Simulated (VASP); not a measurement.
Here is a VASP 6.6.1 calculation.

The input POSCAR:

```
In
1.0
    3.3130983036      0.0000000000      0.0000000000
   -1.6565491518      2.8692272962      0.0000000000
    0.0000000000      0.0000000000      5.4721676924
In
2
Direct
    0.6666666667      0.3333333333      0.7500000000
    0.3333333333      0.6666666667      0.2500000000
```

INCAR.step1

```
PREC = Accurate
ENCUT = 520
ISMEAR = -1
SIGMA = 0.05
LREAL = False
LASPH = True
NELM = 60
NBANDS = 20
GGA = PE
ALGO = Normal
EDIFF = 1E-4
LWAVE = True
LCHARG = False
```

The input INCAR.step2:

```
PREC = Accurate
ENCUT = 520
EDIFF = 1E-7
ISMEAR = -1
SIGMA = 0.05
LREAL = False
LASPH = True
NELM = 60
ALGO = Normal
ISIF = 2
LWAVE = False
LCHARG = True
METAGGA = R2SCAN
LMIXTAU = True
LELF = True
LVHAR = True
NBANDS = 20
ISTART = 1
```

KPOINTS

```
regular mesh
0
Gamma
  9 9 5
```

Potentials or basis: VASP PAW PBE potentials, release 64 (In_d).

The run is started by

```sh
$ cat potpaw_PBE.64/In_d/POTCAR > POTCAR
$ cp INCAR.step1 INCAR
$ mpirun -np 1 vasp_std > vasp.out
$ cp INCAR.step2 INCAR
$ mpirun -np 1 vasp_std > vasp.out
```

(1) Predict the band gap on the k mesh.

(2) What does it give for the pressure?

Answers

(1) zero (band 13 reaches 9.89 eV, above the bottom of band 14 at 5.54 eV).

(2) 0.6 GPa.

Caveat: the PAW data sets were made with another functional, which shifts forces and pressure a little; spin-orbit coupling is left out, which moves the levels of the heavy elements.
